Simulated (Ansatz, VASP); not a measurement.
**Two plane-wave programs on Cd3S**

```xyz
4
Lattice="4.4901 0.0000 0.0000 0.0000 4.4901 0.0000 0.0000 0.0000 4.4901" Properties=species:S:1:pos:R:3 pbc="T T T"
Cd    0.0000    2.2450    2.2450
Cd    2.2450    0.0000    2.2450
Cd    2.2450    2.2450    0.0000
S     0.0000    0.0000    0.0000
```

Alike in both runs: task single point; functional PBE; k mesh 4 × 4 × 4; occupations gaussian, width 0.1 eV; no spin polarisation.

```csv
,VASP,Ansatz
version,VASP 6.6.1,Ansatz 0.2.0
potentials or method,"VASP PAW PBE potentials, release 64 (Cd, S), cutoff 520 eV","scalar-relativistic, plane waves, PAW"
valence electrons in the cell,42,66
```

VASP gave:

```
gap on the k mesh at the Fermi level (eV) : none
pressure (GPa)                            : -0.8
```

Estimate Ansatz's values.

gap on the k mesh at the Fermi level (eV): none; pressure (GPa): -1.0.

A gap of «none» marks a metal or a gap that the smearing closes. The functional is the same, so the differences come from potentials, cutoffs and numerics. VASP's potentials hold 42 valence electrons a cell and Ansatz's 66, so a difference there can come from the potentials and not from the codes.
